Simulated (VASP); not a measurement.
Write the native input for VASP 6.6.1 that does the following.

* Task: single point
* Functional: r2SCAN
* Potentials or basis: VASP PAW PBE potentials, release 64 (Be, S)
* Cutoff: 520 eV
* k mesh: 6 × 6 × 6
* Occupations: gaussian, width 0.01 eV
* Spin: no spin polarisation
* Dipole correction: no
* Further INCAR settings: ALGO = Normal; EDIFF = 1e-07; NBANDS = 11

Crystal: BeS.

```
CELL_PARAMETERS angstrom
0.00000 2.31730 2.31730
2.31730 0.00000 2.31730
2.31730 2.31730 0.00000
ATOMIC_POSITIONS crystal
Be 0.00000 0.00000 0.00000
S 0.50000 0.50000 0.50000
```

These files were run (other wordings do the same):

POSCAR

```
BeS
1.0
    0.0000000000      2.3172971951      2.3172971951
    2.3172971951      0.0000000000      2.3172971951
    2.3172971951      2.3172971951      0.0000000000
Be S
1 1
Direct
    0.0000000000      0.0000000000      0.0000000000
    0.5000000000      0.5000000000      0.5000000000
```

INCAR.step1

```
PREC = Accurate
ENCUT = 520
ISMEAR = 0
SIGMA = 0.01
LREAL = False
LASPH = True
NELM = 80
NBANDS = 11
GGA = PE
ALGO = Normal
EDIFF = 1E-4
LWAVE = True
LCHARG = False
```

INCAR.step2

```
PREC = Accurate
ENCUT = 520
EDIFF = 1E-7
ISMEAR = 0
SIGMA = 0.01
LREAL = False
LASPH = True
NELM = 80
ALGO = Normal
ISIF = 2
LWAVE = False
LCHARG = True
METAGGA = R2SCAN
LMIXTAU = True
LELF = True
LVHAR = True
NBANDS = 11
ISTART = 1
```

KPOINTS

```
regular mesh
0
Gamma
  6 6 6
```

Potentials or basis: VASP PAW PBE potentials, release 64 (Be, S).

Command:

```bash
$ cat potpaw_PBE.64/Be/POTCAR potpaw_PBE.64/S/POTCAR > POTCAR
$ cp INCAR.step1 INCAR
$ mpirun -np 1 vasp_std > vasp.out
$ cp INCAR.step2 INCAR
$ mpirun -np 1 vasp_std > vasp.out
```

Results of the run:

```yaml
Pressure: 0.1 GPa
Band_gap_on_the_k_mesh: 1.35 eV, indirect (least direct gap 4.59 eV)
```

Caveat: the PAW data sets were made with another functional, which shifts forces and pressure a little.

Wall time 20 s on 1 thread of Intel Xeon 8259CL (shared host), peak memory 0.14 GiB.
